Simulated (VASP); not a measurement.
# ZnS (F-43m) in VASP: single point with HSE06

Aim: the single point of ZnS with HSE06.

All numbers are computed with VASP 6.6.1; they aren't measurements. Logs are shortened: lines on timing, memory, paths and dates and some standing lists are left out, and cuts for length are marked.

## (1) The cell of the first run

The structure is cubic, space group F-43m (No. 216). The conventional cell has a = 5.388 Å, b = 5.388 Å, c = 5.388 Å, α = 90.00°, β = 90.00°, γ = 90.00°. Zn (site symmetry -43m) has 4 S at 2.33 Å within 3.1 Å. Within 3.1 Å of S (site symmetry -43m) lie 4 Zn at 2.33 Å.

## (2) Single point, HSE06

The input, POSCAR:

```
ZnS
1.0
    0.0000000000      2.6940858334      2.6940858334
    2.6940858334      0.0000000000      2.6940858334
    2.6940858334      2.6940858334      0.0000000000
Zn S
1 1
Direct
    0.0000000000      0.0000000000      0.0000000000
    0.2500000000      0.2500000000      0.2500000000
```

The input, INCAR.step1:

```
PREC = Accurate ; ENCUT = 520
EDIFF = 1E-5 ; ISMEAR = 0
SIGMA = 0.01 ; LREAL = F
LASPH = T ; NELM = 100
ALGO = Normal ; ISIF = 2
LWAVE = T ; NBANDS = 16
GGA = PE
```

The input, INCAR.step2:

```
PREC = Accurate ; ENCUT = 520
EDIFF = 1E-6 ; ISMEAR = 0
SIGMA = 0.01 ; LREAL = F
LASPH = T ; NELM = 100
ALGO = Normal ; ISIF = 2
LWAVE = F ; LCHARG = T
GGA = PE ; LHFCALC = T
HFSCREEN = 0.2079 ; PRECFOCK = Normal
LELF = T ; LVHAR = T
NBANDS = 16 ; ISTART = 1
```

The input, KPOINTS:

```
regular mesh
0
Gamma
  6 6 6
```

Potentials or basis: VASP PAW PBE potentials, release 64 (Zn, S).

Command:

```console
> cat potpaw_PBE.64/Zn/POTCAR potpaw_PBE.64/S/POTCAR > POTCAR
> cp INCAR.step1 INCAR
> mpirun -np 1 vasp_std > vasp.out
> cp INCAR.step2 INCAR
> mpirun -np 1 vasp_std > vasp.out
```

OUTCAR:

```text
PREC = Accurate
   ENCUT = 520
   EDIFF = 1E-6
   ISMEAR = 0
   LREAL = F
   LASPH = T
   NELM = 100
   ISIF = 2
   GGA = PE
   LHFCALC = T
   HFSCREEN = 0.2079
   PRECFOCK = Normal
   ISTART = 1

 ion  position               nearest neighbor table
   1  0.000  0.000  0.000-   2 2.33   2 2.33   2 2.33   2 2.33
   2  0.250  0.250  0.250-   1 2.33   1 2.33   1 2.33   1 2.33

  LATTYP: Found a face centered cubic cell.
 ALAT       =     5.3881716668

  Lattice vectors:

 A1 = (   0.0000000000,   2.6940858334,   2.6940858334)
 A2 = (   2.6940858334,   0.0000000000,   2.6940858334)
 A3 = (   2.6940858334,   2.6940858334,   0.0000000000)

Analysis of symmetry for initial positions (statically):
=====================================================================
 Subroutine PRICEL returns:
 Original cell was already a primitive cell.

 Routine SETGRP: Setting up the symmetry group for a
 face centered cubic supercell.

 Subroutine GETGRP returns: Found 24 space group operations
 (whereof 24 operations were pure point group operations)
 out of a pool of 48 trial point group operations.

The static configuration has the point symmetry T_d .

Analysis of symmetry for dynamics (positions and initial velocities):
=====================================================================
 Subroutine PRICEL returns:
 Original cell was already a primitive cell.

 Routine SETGRP: Setting up the symmetry group for a
 face centered cubic supercell.

 Subroutine GETGRP returns: Found 24 space group operations
 (whereof 24 operations were pure point group operations)
 out of a pool of 48 trial point group operations.

The dynamic configuration has the point symmetry T_d .

 Subroutine INISYM returns: Found 24 space group operations
 (whereof 24 operations are pure point group operations),
 and found     1 'primitive' translations

----------------------------------------------------------------------------------------

                                     Primitive cell

  volume of cell :      39.1079

  direct lattice vectors                    reciprocal lattice vectors
     0.000000000  2.694085833  2.694085833    -0.185591711  0.185591711  0.185591711
     2.694085833  0.000000000  2.694085833     0.185591711 -0.185591711  0.185591711
     2.694085833  2.694085833  0.000000000     0.185591711  0.185591711 -0.185591711

  length of vectors
     3.810012724  3.810012724  3.810012724     0.321454273  0.321454273  0.321454273

  position of ions in fractional coordinates (direct lattice)
     0.000000000  0.000000000  0.000000000
     0.250000000  0.250000000  0.250000000

  ion indices of the primitive-cell ions
   primitive index   ion index
                 1           1
                 2           2

----------------------------------------------------------------------------------------

 KPOINTS: regular mesh

Automatic generation of k-mesh.
 Grid dimensions read from file:
 generate k-points for:    6    6    6

 Generating k-lattice:

  Cartesian coordinates                     Fractional coordinates (reciprocal lattice)
    -0.030931952  0.030931952  0.030931952     0.166666667  0.000000000  0.000000000
     0.030931952 -0.030931952  0.030931952     0.000000000  0.166666667  0.000000000
     0.030931952  0.030931952 -0.030931952     0.000000000  0.000000000  0.166666667

  Length of vectors
     0.053575712  0.053575712  0.053575712

  Shift w.r.t. Gamma in fractional coordinates (k-lattice)
     0.000000000  0.000000000  0.000000000

 Subroutine IBZKPT returns following result:
 ===========================================

 Found     16 irreducible k-points:

 Following reciprocal coordinates:
            Coordinates               Weight
  0.000000  0.000000  0.000000      1.000000
  0.166667  0.000000  0.000000      8.000000
  0.333333  0.000000  0.000000      8.000000
  0.500000  0.000000  0.000000      4.000000
  0.166667  0.166667  0.000000      6.000000
  0.333333  0.166667  0.000000     24.000000
[... 8 lines left out ...]
 -0.333333  0.333333  0.166667     24.000000
 -0.333333  0.500000  0.166667     12.000000
   k-points           NKPTS =     16   k-points in BZ     NKDIM =    216   number of bands    NBANDS=     16
   number of dos      NEDOS =    301   number of ions     NIONS =      2
   total plane-waves  NPLWV =  21952
   dimension x,y,z NGX =    28 NGY =   28 NGZ =   28
   dimension x,y,z NGXF=    56 NGYF=   56 NGZF=   56
   ions per type =               1   1
   NGX,Y,Z   is equivalent  to a cutoff of  12.22, 12.22, 12.22 a.u.
   NGXF,Y,Z  is equivalent  to a cutoff of  24.44, 24.44, 24.44 a.u.
 SYSTEM =  unknown system
   PREC   = accura    normal or accurate (medium, high low for compatibility)
   ISTART =      1    job   : 0-new  1-cont  2-samecut
   ICHARG =      0    charge: 1-file 2-atom 10-const
   ISPIN  =      1    spin polarized calculation?
   LNONCOLLINEAR =      F non collinear calculations
   LSORBIT =      F    spin-orbit coupling
   LASPH  =      T    aspherical Exc in radial PAW
   ENCUT  =  520.0 eV  38.22 Ry    6.18 a.u.   7.08  7.08  7.08*2*pi/ulx,y,z
   NELM   =    100;   NELMIN=  2; NELMDL=  0     # of ELM steps
   EDIFF  = 0.1E-05   stopping-criterion for ELM
   LREAL  =      F    real-space projection
   EDIFFG = 0.1E-04   stopping-criterion for IOM
   NSW    =      0    number of steps for IOM
   IBRION =     -1    ionic relax: 0-MD 1-quasi-New 2-CG
   NFREE  =      0    steps in history (QN), initial steepest desc. (CG)
   ISIF   =      2    stress and relaxation
   ISYM   =      3    0-nonsym 1-usesym 2-fastsym
   POTIM  = 0.5000    time-step for ionic-motion
   TEBEG  =    0.0;   TEEND  =   0.0 temperature during run
   PSTRESS=    0.0 pullay stress
   NELECT =      18.0000    total number of electrons
   NUPDOWN=      -1.0000    fix difference up-down
   EMIN   =  10.00;   EMAX   =-10.00  energy-range for DOS
   EFERMI =   0.00;   METHOD = LEGACY
   ISMEAR =     0;   SIGMA  =   0.01  broadening in eV -4-tet -1-fermi 0-gaus
   EFERMI_NEDOS =   21; number of points for ismear=-14 and -15
   IALGO  =     38    algorithm
   IMIX   =      1    mixing-type and parameters
     AMIX     =   0.40;   BMIX     =  1.00
     AMIX_MAG =   1.60;   BMIX_MAG =  1.00
  volume/ion in A,a.u.               =      19.55       131.96
  Fermi-wavevector in a.u.,A,eV,Ry     =   1.263992  2.388598 21.737690  1.597675
  Thomas-Fermi vector in A             =   2.397320
   LORBIT       =      0    0 simple, 1 ext, 2 COOP (PROOUT), +10 PAW based schemes
   GGA     = PE    functional components
   LHFCALC =     T    Hartree Fock is set to
   PRECFOCK=normal    Normal, Fast or Accurate (Low or Medium for compatibility)
   ENCUT4O =  -1.0   cutoff for four orbital integrals eV
   NKREDX  =     1    reduce k-point grid by
   NKREDY  =     1    reduce k-point grid by
   NKREDZ  =     1    reduce k-point grid by
   AEXX    =    0.2500 exact exchange contribution
   HFSCREEN=    0.2079 screening length (either q_TF or 0.3 A-1)
   HFSCREENC=   0.2079 screening length for correlation (either q_TF or 0.3 A-1)
   ENCUTFOCK=  -1.0 apply spherical cutoff to Coloumb kernel
   IVDW    =     0    specifies the selected vdW correction
   LEPSILON=     F    determine dielectric tensor
   LRPA    =     F    only Hartree local field effects (RPA)
 non-spin polarized calculation
 Gauss-broadening in eV      SIGMA  =   0.01
  energy-cutoff  :      520.00
  volume of cell :       39.11
 maximum number of plane-waves:      1067
  NGX = 24; NGY = 24; NGZ = 24

 number of electron      18.0000006 magnetization

 Free energy of the ion-electron system (eV)
  ---------------------------------------------------
  ext. energy  EPLUGINS =         0.00000000
  ---------------------------------------------------
  free energy    TOTEN  =        -8.36938664 eV

  energy without entropy =       -8.36938664  energy(sigma->0) =       -8.36938664

 E-fermi :   1.5245     XC(G=0):  -8.0046

 val. band max:        1.4641765496   @ k =   0.0000   0.0000   0.0000
 cond. band min:       4.8316824302   @ k =   0.0000   0.0000   0.0000
 fundamental gap:      3.3675058807
 Fermi energy:         1.5244856597

 k-point     1 :       0.0000    0.0000    0.0000
  band No.  band energies     occupation
      1     -12.9228      2.00000
      2      -6.4143      2.00000
      3      -6.4143      2.00000
      4      -6.4143      2.00000
      5      -5.9599      2.00000
      6      -5.9599      2.00000
[... 8 lines left out ...]
     15      14.6699      0.00000
     16      14.9036      0.00000

 k-point     2 :       0.1667    0.0000    0.0000
  band No.  band energies     occupation
      1     -12.7014      2.00000
      2      -6.3806      2.00000
      3      -6.3806      2.00000
      4      -6.3760      2.00000
      5      -5.9618      2.00000
      6      -5.9618      2.00000
[... 8 lines left out ...]
     15      13.7938      0.00000
     16      15.5893      0.00000

 k-point     3 :       0.3333    0.0000    0.0000
  band No.  band energies     occupation
      1     -12.2030      2.00000
      2      -6.3246      2.00000
      3      -6.3246      2.00000
      4      -6.1386      2.00000
      5      -5.9502      2.00000
      6      -5.9502      2.00000
[... 8 lines left out ...]
     15      14.4907      0.00000
     16      14.6926      0.00000

 k-point     4 :       0.5000    0.0000    0.0000
  band No.  band energies     occupation
      1     -11.9181      2.00000
      2      -6.3045      2.00000
      3      -6.3045      2.00000
      4      -5.9342      2.00000
      5      -5.9342      2.00000
      6      -5.7197      2.00000
[... 8 lines left out ...]
     15      16.4951      0.00000
     16      16.4951      0.00000
[... 172 lines left out ...]
 k-point    14 :       0.5000    0.3333    0.1667
  band No.  band energies     occupation
      1     -11.8608      2.00000
      2      -6.2711      2.00000
      3      -6.2409      2.00000
      4      -6.0965      2.00000
      5      -5.9346      2.00000
      6      -5.8304      2.00000
[... 8 lines left out ...]
     15      17.1012      0.00000
     16      17.7718      0.00000

 k-point    15 :      -0.3333    0.3333    0.1667
  band No.  band energies     occupation
      1     -11.6690      2.00000
      2      -6.2590      2.00000
      3      -6.2044      2.00000
      4      -6.0092      2.00000
      5      -5.9576      2.00000
      6      -5.5805      2.00000
[... 8 lines left out ...]
     15      16.8124      0.00000
     16      17.6189      0.00000

 k-point    16 :      -0.3333    0.5000    0.1667
  band No.  band energies     occupation
      1     -11.5811      2.00000
      2      -6.2583      2.00000
      3      -6.1548      2.00000
      4      -6.0512      2.00000
      5      -5.9347      2.00000
      6      -5.5487      2.00000
[... 8 lines left out ...]
     15      17.0989      0.00000
     16      17.9180      0.00000

------------------------ aborting loop because EDIFF is reached ----------------------------------------

  FORCE on cell =-STRESS in cart. coord.  units (eV):
  Direction    XX          YY          ZZ          XY          YZ          ZX
  --------------------------------------------------------------------------------------
  -------------------------------------------------------------------------------------
  Total        0.3915871      0.3915871      0.3915871      0.0000000      0.0000000      0.0000000
  in kB       16.0425978     16.0425978     16.0425978      0.0000000      0.0000000      0.0000000
  external PRESSURE =      16.0425978 kB  Pullay stress =       0.0000000 kB

 VOLUME and BASIS-vectors are now :
 -----------------------------------------------------------------------------
  energy-cutoff  :      520.00
  volume of cell :       39.11
      direct lattice vectors                 reciprocal lattice vectors
     0.000000000  2.694085833  2.694085833    -0.185591711  0.185591711  0.185591711
     2.694085833  0.000000000  2.694085833     0.185591711 -0.185591711  0.185591711
     2.694085833  2.694085833  0.000000000     0.185591711  0.185591711 -0.185591711

 POSITION                                       TOTAL-FORCE (eV/Angst)
 -----------------------------------------------------------------------------------
      0.00000      0.00000      0.00000        -0.000000     -0.000000     -0.000000
      1.34704      1.34704      1.34704         0.000000      0.000000      0.000000
 -----------------------------------------------------------------------------------
    total drift:                                0.000159      0.000099      0.000084

  FREE ENERGIE OF THE ION-ELECTRON SYSTEM (eV)
  ---------------------------------------------------
  free  energy   TOTEN  =        -8.3693866411 eV

  energy  without entropy=       -8.3693866411  energy(sigma->0) =       -8.36938664
```

Run time: 36 min. Hardware: 1 thread of AMD EPYC 7R13 (Zen 3), shared host; peak memory 0.25 GiB.

What came out:

```yaml
Free_energy: -8.3694 eV
Pressure: 1.6 GPa
Band_gap_on_the_k_mesh: 3.37 eV
```

Levels at points of the mesh, in eV from the valence-band top:
| k point | band 5 | band 6 | band 7 | band 8 | band 9 | band 10 | band 11 | band 12 | band 13 | band 14 |
| --- | --- | --- | --- | --- | --- | --- | --- | --- | --- | --- |
| (0.00, 0.00, 0.00) | -7.42 | -7.42 | 0.00 | 0.00 | 0.00 | 3.37 | 7.68 | 7.68 | 7.68 | 13.21 |
| (0.50, 0.00, 0.00) | -7.40 | -7.18 | -5.66 | -0.93 | -0.93 | 4.56 | 8.18 | 8.18 | 10.25 | 13.67 |
| (0.50, 0.50, 0.00) | -7.36 | -7.14 | -5.03 | -2.38 | -2.38 | 4.36 | 5.25 | 12.62 | 13.76 | 13.76 |

Caveat: the PAW data sets were made with another functional, which shifts forces and pressure a little.
